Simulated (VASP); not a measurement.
A run of VASP 6.6.1 is set up as follows.

The input INCAR:

```
SYSTEM = WS2
PREC = Accurate ; ENCUT = 500
EDIFF = 1E-7 ; ISMEAR = 0
SIGMA = 0.05 ; LREAL = .FALSE.
LASPH = .TRUE. ; NELM = 200
ALGO = Normal ; ISIF = 4
LWAVE = .FALSE. ; LCHARG = .FALSE.
ISPIN = 2 ; MAGMOM = 0.05 0 0
LORBIT = 11 ; LMAXMIX = 4
GGA = PS ; IVDW = 12
IBRION = 2 ; NSW = 60
EDIFFG = -0.01 ; GGA_COMPAT = .FALSE.
NELMIN = 4
```

Contents of KPOINTS:

```
Automatic mesh
0
G
  8 8 8
  0 0 0
```

File POSCAR:

```
WS2
1.0
    1.5616150043      0.9015988431      6.1624302930
   -1.5616150043      0.9015988431      6.1624302930
    0.0000000000     -1.8031976862      6.1624302930
W S
1 2
Direct
   -0.0006669595     -0.0006669595     -0.0006669595
    0.7501116464      0.7501116464      0.7501116464
    0.5818553131      0.5818553131      0.5818553131
```

Potentials or basis: VASP PAW PBE potentials, release 64 (W_sv, S).

Run with:

```sh
$ cat potpaw_PBE.64/W_sv/POTCAR potpaw_PBE.64/S/POTCAR > POTCAR
$ mpirun -np 1 vasp_std > vasp.out
```

Question: Estimate the band gap on the k mesh.

Answer: 1.09 eV (least direct gap 2.32 eV).

Question: What does it give for the net moment?

Answer: 0.00 μB per cell.

Forces on the atoms (eV/Å):
```
W    0.000  0.000  0.003
S    0.000  0.000  0.001
S    0.000  0.000 -0.004
```

Caveat: the PAW data sets were made with another functional, which shifts forces and pressure a little; spin-orbit coupling is left out, which moves the levels of the heavy elements. A k mesh can miss the band edges.
